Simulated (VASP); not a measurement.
## BaTe: single point with PBE-based screened hybrid with 30 % exact exchange

BaTe:

```
Ba Te
1.0
     4.24482    0.00000    0.00000
     0.00000    4.24482    0.00000
     0.00000    0.00000    4.24482
Ba Te
1 1
Direct
  0.00000 0.00000 0.00000
  0.50000 0.50000 0.50000
```

* Program: VASP 6.6.1
* Task: single point
* Functional: PBE-based screened hybrid with 30 % exact exchange
* Potentials or basis: VASP PAW PBE potentials, release 64 (Ba_sv, Te)
* Cutoff: 520 eV
* k mesh: 4 × 4 × 4
* Occupations: gaussian, width 0.01 eV
* Spin: no spin polarisation
* Dipole correction: no
* Grid for exact exchange (PRECFOCK): Normal
* Share of exact exchange: 0.3
* Further INCAR settings: ALGO = Normal; EDIFF = 1e-07; NBANDS = 15
* Screening parameter: 0.2078 1/Å

```
Pressure               : -0.1 GPa
Band gap on the k mesh : 1.58 eV (least direct gap 1.80 eV)
```

Levels at points of the mesh, in eV from the valence-band top:
```tsv
k point	band 4	band 5	band 6	band 7	band 8	band 9	band 10	band 11	band 12	band 13
(0.00, 0.00, 0.00)	-14.30	-11.53	-0.43	-0.43	-0.43	1.58	1.58	3.28	5.68	5.68
(0.50, 0.00, 0.00)	-14.23	-10.61	-3.78	-0.93	-0.93	2.55	5.70	5.90	6.15	6.17
(0.50, 0.50, 0.00)	-14.19	-10.87	-2.33	-2.33	0.00	1.80	3.43	3.86	3.86	7.55
(0.50, 0.50, 0.50)	-14.58	-10.41	-3.25	-3.25	-3.25	5.68	5.68	5.68	7.63	7.63
```

It took 13 min on 1 thread of Intel Xeon 8259CL, with other jobs on the host, peak memory 0.3 GiB.

Caveat: the PAW data sets were made with another functional, which shifts forces and pressure a little; spin-orbit coupling is left out, which moves the levels of the heavy elements. A k mesh can miss the band edges.
